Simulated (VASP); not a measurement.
# Ge (P3m1) in VASP: notebook, part 2 of 2

VASP 6.6.1. Earlier steps stand in the parts before.

## Step 4: Single point, PBEsol (atom 1 (Ge) moved -0.300 Å along Cartesian [0 0 1])

The input, INCAR:

```
SYSTEM = Ge
PREC = Accurate
ENCUT = 520
EDIFF = 1E-6
ISMEAR = 0
SIGMA = 0.15
LREAL = .FALSE.
LASPH = .TRUE.
NELM = 60
ALGO = Normal
ISIF = 2
LWAVE = .FALSE.
LCHARG = .FALSE.
GGA = PS
NBANDS = 36
```

The input, KPOINTS:

```
Automatic mesh
0
G
  12 12 8
  0 0 0
```

The input, POSCAR:

```
Ge
1.0
    3.9969678618      0.0000000000      0.0000000000
   -1.9984839309      3.4614757064      0.0000000000
    0.0000000000      0.0000000000      6.5963651449
Ge
4
Direct
    0.6666666667      0.3333333333      0.0174322640
    0.3333333333      0.6666666667      0.5629118567
    0.6666666667      0.3333333333      0.4370881433
    0.3333333333      0.6666666667      0.9370881433
```

Potentials or basis: VASP PAW PBE potentials, release 64 (Ge_d).

Command:

```bash
$ cat potpaw_PBE.64/Ge_d/POTCAR > POTCAR
$ mpirun -np 1 vasp_std > vasp.out
```

OUTCAR:

```text
SYSTEM = Ge
   PREC = Accurate
   ENCUT = 520
   EDIFF = 1E-6
   ISMEAR = 0
   LREAL = .FALSE.
   LASPH = .TRUE.
   NELM = 60
   ISIF = 2
   GGA = PS

 ion  position               nearest neighbor table
   1  0.667  0.333  0.017-   4 2.37   4 2.37   4 2.37   3 2.77
   2  0.333  0.667  0.563-   3 2.45   3 2.45   3 2.45   4 2.47
   3  0.667  0.333  0.437-   2 2.45   2 2.45   2 2.45   1 2.77
   4  0.333  0.667  0.937-   1 2.37   1 2.37   1 2.37   2 2.47

  LATTYP: Found a hexagonal cell.
 ALAT       =     3.9969678618
 C/A-ratio  =     1.6503423027
[... 1134 lines left out ...]
  Direction    XX          YY          ZZ          XY          YZ          ZX
  --------------------------------------------------------------------------------------
  -------------------------------------------------------------------------------------
  Total        1.6407251      1.6407251     -1.2856550     -0.0000000      0.0000000      0.0000000
  in kB       28.8037997     28.8037997    -22.5703559     -0.0000000      0.0000000      0.0000000
  external PRESSURE =      11.6790812 kB  Pullay stress =       0.0000000 kB

 VOLUME and BASIS-vectors are now :
 -----------------------------------------------------------------------------
  energy-cutoff  :      520.00
  volume of cell :       91.26
      direct lattice vectors                 reciprocal lattice vectors
     3.996967862  0.000000000  0.000000000     0.250189652  0.144447063  0.000000000
    -1.998483931  3.461475706  0.000000000     0.000000000  0.288894126  0.000000000
     0.000000000  0.000000000  6.596365145     0.000000000  0.000000000  0.151598642

 POSITION                                       TOTAL-FORCE (eV/Angst)
 -----------------------------------------------------------------------------------
      1.99848      1.15383      0.11499         0.000000      0.000000      2.355128
     -0.00000      2.30765      3.71317        -0.000000      0.000000     -0.405563
      1.99848      1.15383      2.88319        -0.000000     -0.000000     -0.993097
     -0.00000      2.30765      6.18138        -0.000000      0.000000     -0.956468
 -----------------------------------------------------------------------------------
    total drift:                               -0.000000      0.000000     -0.001902

  FREE ENERGIE OF THE ION-ELECTRON SYSTEM (eV)
  ---------------------------------------------------
  free  energy   TOTEN  =       -19.2728423596 eV

  energy  without entropy=      -19.2702116403  energy(sigma->0) =      -19.27152700
```

OSZICAR:

```text
N       E                     dE             d eps       ncg     rms          rms(c)
DAV:   1     0.496996492161E+03    0.49700E+03   -0.28214E+04 10884   0.428E+03
DAV:   2     0.668387837194E+02   -0.43016E+03   -0.41877E+03  9432   0.811E+02
DAV:   3    -0.149093938038E+02   -0.81748E+02   -0.80672E+02 10204   0.207E+02
DAV:   4    -0.195046818264E+02   -0.45953E+01   -0.45766E+01 11100   0.582E+01
DAV:   5    -0.195972870251E+02   -0.92605E-01   -0.92469E-01 10540   0.911E+00    0.465E+00
DAV:   6    -0.193713408377E+02    0.22595E+00   -0.98918E-02 13508   0.109E+01    0.268E+00
DAV:   7    -0.192680003727E+02    0.10334E+00   -0.20897E-01 10684   0.567E+00    0.262E-01
DAV:   8    -0.192720151015E+02   -0.40147E-02   -0.47565E-02 10732   0.571E+00    0.172E-01
DAV:   9    -0.192724761624E+02   -0.46106E-03   -0.39048E-03 12592   0.193E+00    0.104E-01
DAV:  10    -0.192727721405E+02   -0.29598E-03   -0.97511E-04 13940   0.946E-01    0.184E-02
DAV:  11    -0.192728270481E+02   -0.54908E-04   -0.51471E-04 12780   0.695E-01    0.845E-03
DAV:  12    -0.192728403451E+02   -0.13297E-04   -0.12641E-04 11116   0.143E-01    0.396E-03
DAV:  13    -0.192728421307E+02   -0.17856E-05   -0.60667E-06 10036   0.925E-02    0.183E-03
DAV:  14    -0.192728423596E+02   -0.22884E-06   -0.10541E-06  6492   0.424E-02
   1 F= -.19272842E+02 E0= -.19271527E+02  d E =-.263072E-02
```

It took 2.7 min on 1 thread of Intel Xeon 6975P-C (Granite Rapids), shared host; peak memory 0.41 GiB.

Results:

```yaml
Free_energy: -19.2728 eV
Pressure: 1.2 GPa
Largest_force: 2.355 eV/Å
Band_gap_on_the_k_mesh: zero (bands 28 and 29 overlap by 0.61 eV)
```

Forces on the atoms (eV/Å):
```
Ge   0.000  0.000  2.355
Ge   0.000  0.000 -0.406
Ge   0.000  0.000 -0.993
Ge   0.000  0.000 -0.956
```

Levels at points of the mesh, in eV from the Fermi level:
```csv
k point,band 24,band 25,band 26,band 27,band 28,band 29,band 30,band 31,band 32,band 33
"(0.00, 0.00, 0.00)",-1.82,-1.82,-0.82,-0.11,-0.11,0.03,0.67,2.29,2.34,2.34
"(0.50, 0.00, 0.00)",-7.01,-4.29,-3.43,-2.44,-1.67,0.11,1.55,3.77,4.04,4.26
"(0.00, 0.00, 0.50)",-3.93,-1.59,-1.59,-0.57,-0.57,-0.41,0.79,2.95,2.95,3.60
"(0.50, 0.00, 0.50)",-7.68,-3.18,-2.57,-2.15,-1.87,0.25,0.70,1.35,2.18,6.15
```

Caveat: the cell differs from its parent crystal (atom 1 (Ge) moved -0.300 Å along Cartesian [0 0 1]); semilocal functionals underestimate gaps, so a narrow gap can read as zero; the PAW data sets were made with another functional, which shifts forces and pressure a little.

## Step 5: Overview

```csv
cell,gap on the mesh (eV),pressure (GPa),largest force (eV/Å)
"as given, atomic positions A",none,3.5,2.38
"as given, atomic positions B",none,5.7,9.62
"as given, atomic positions C",none,1.2,2.36
```

Alike in all rows: task single point; level PBEsol; potentials or basis VASP PAW PBE potentials, release 64 (Ge_d); no spin polarisation; k mesh 12 × 12 × 8; cutoff (eV) 520; smearing gaussian 0.15 eV.

Caveats: the PAW data sets were made with another functional, which shifts forces and pressure a little; the cell stands under pressure (at least some runs); semilocal functionals underestimate gaps, so a narrow gap can read as zero (at least some runs).

Absolute energies hang on the potentials; compare differences alone.
